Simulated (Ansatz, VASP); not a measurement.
## Sb: VASP beside Ansatz

The input INCAR:

```
PREC     = Accurate       # precision mode
ENCUT    = 520            # plane-wave cutoff, eV
EDIFF    = 1E-8           # SCF threshold, eV
ISMEAR   = -1             # smearing method
SIGMA    = 0.05           # smearing width, eV
LREAL    = False          # projectors in reciprocal space
LASPH    = True           # aspherical terms in the spheres
NELM     = 80             # most SCF steps
ALGO     = Normal         # electronic algorithm
ISIF     = 2              # what is computed and relaxed
LWAVE    = False          # write WAVECAR
LCHARG   = False          # write CHGCAR
GGA      = PE             # functional
LEFG     = True         
NBANDS   = 8              # bands
```

File KPOINTS:

```
Automatic mesh
0
Gamma
  13 13 13
```

The input POSCAR:

```
Sb
1.0
    3.1809277622      0.0000000000      0.0000000000
    0.0000000000      3.1809277622      0.0000000000
    0.0000000000      0.0000000000      3.1809277622
Sb
1
Direct
    0.0000000000      0.0000000000      0.0000000000
```

Input for Ansatz:

```yaml
crystal:
  lattice:
    - [3.1809277622, 0.0, 0.0]
    - [0.0, 3.1809277622, 0.0]
    - [0.0, 0.0, 3.1809277622]
  atoms:
    - { symbol: Sb, position: [0.0, 0.0, 0.0] }
kpoints:
  mp_grid: { grid: [13, 13, 13] }
scf:
  occupations: { method: fermi_dirac, width: 0.05 }
hamiltonian:
  xc: pbe
  pseudopotentials: { kind: all_electron, datasets: crystal }
output:
  forces: true
  stress: true
  eigenvalues: true
  efg: { contact_densities: true }
```

Change from the starting cell: volume scaled by 1.02, crystal datasets.

Alike in both runs: task electric field gradients; functional PBE; k mesh 13 × 13 × 13; occupations fermi-dirac, width 0.05 eV; no spin polarisation.

|  | VASP | Ansatz |
| --- | --- | --- |
| version | VASP 6.6.1 | Ansatz 0.2.0 |
| potentials or method | VASP PAW PBE potentials, release 64 (Sb), cutoff 520 eV | all-electron PAW with datasets made for the crystal, scalar-relativistic |

|  | VASP | Ansatz | Ansatz less VASP |
| --- | --- | --- | --- |
| pressure (GPa) | -3.4 | -3.3 | +0.06 |

Ansatz ran all-electron here, and VASP with PAW potentials.

Spin-orbit coupling is off throughout.
